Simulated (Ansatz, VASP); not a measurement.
**CdSe: VASP beside Ansatz**

```
Cd Se
1.0
     4.32198    0.00000    0.00000
     2.16099    3.74294    0.00000
     2.16099    1.24765    3.52888
Cd Se
1 1
Direct
  0.00000 0.00000 0.00000
  0.75000 0.75000 0.75000
```

Alike in both runs: functional PBE; dispersion D3(BJ); k mesh 6 × 6 × 6; no spin polarisation.

Ansatz relaxed the structure, and its values are those at the end. VASP's run is a single point on that final structure, the one shown.

|  | VASP | Ansatz |
| --- | --- | --- |
| version | VASP 6.6.1 | Ansatz 0.2.0 |
| potentials or method | VASP PAW PBE potentials, release 64 (Cd, Se), cutoff 520 eV | plane waves, PAW |
| occupations | gaussian, width 0.01 eV | fixed |
| valence electrons in the cell | 18 | 36 |

```csv
,VASP,Ansatz,Ansatz less VASP
pressure (GPa),0.3,0.0,-0.31
```

VASP's potentials hold 18 valence electrons a cell and Ansatz's 36, so a difference there can come from the potentials and not from the codes.
